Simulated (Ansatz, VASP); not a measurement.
## Cd in VASP and in Ansatz

Contents of INCAR:

```
PREC = Accurate ; ENCUT = 520
EDIFF = 1E-6 ; ISMEAR = -1
SIGMA = 0.1 ; LREAL = F
LASPH = T ; NELM = 80
ALGO = Normal ; ISIF = 2
LWAVE = F ; LCHARG = F
GGA = B5 ; ALDAX = 1.0
AGGAX = 1.0 ; AGGAC = 1.0
ALDAC = 0.0 ; NBANDS = 12
```

KPOINTS

```
Automatic mesh
0
Gamma
  13 13 13
```

Contents of POSCAR:

```
Cd
1.0
    0.0000000000      2.4562188169      2.4562188169
    2.4562188169      0.0000000000      2.4562188169
    2.4562188169      2.4562188169      0.0000000000
Cd
1
Direct
    0.0000000000      0.0000000000      0.0000000000
```

Input for Ansatz:

```yaml
crystal:
  lattice:
    - [0.0, 2.4562188169, 2.4562188169]
    - [2.4562188169, 0.0, 2.4562188169]
    - [2.4562188169, 2.4562188169, 0.0]
  atoms:
    - { symbol: Cd, position: [0.0, 0.0, 0.0] }
hamiltonian:
  xc: blyp
  pseudopotentials:
    kind: paw
    azcp:
      Cd: "pseudopotentials/Cd.paw.azcp"
basis:
  ecutwfc: 420
  fft_grid_basis: typed
kpoints:
  mp_grid: { grid: [13, 13, 13], shift: [0, 0, 0] }
magnetization:
  spin_polarized: false
scf:
  occupations: { method: fermi_dirac, width: 0.1 }
  lower_state_search: "off"
output:
  stress: true
  write_density: true
  write_potential: true
  elf: true
  volumetric_format: npy
```

Alike in both runs: task single point; functional BLYP; k mesh 13 × 13 × 13; occupations fermi-dirac, width 0.1 eV; no spin polarisation.

```csv
,VASP,Ansatz
version,VASP 6.6.1,Ansatz 0.2.0
potentials or method,"VASP PAW PBE potentials, release 64 (Cd), cutoff 520 eV","plane waves (420 eV) with PAW, scalar-relativistic"
valence electrons in the cell,12,20
```

```tsv
	VASP	Ansatz	Ansatz less VASP
pressure (GPa)	-1.3	-1.3	-0.01
```

VASP's potentials were made for PBE, not for BLYP. The functional is the same, so the differences come from potentials, cutoffs and numerics. VASP's potentials hold 12 valence electrons a cell and Ansatz's 20, so a difference there can come from the potentials and not from the codes.
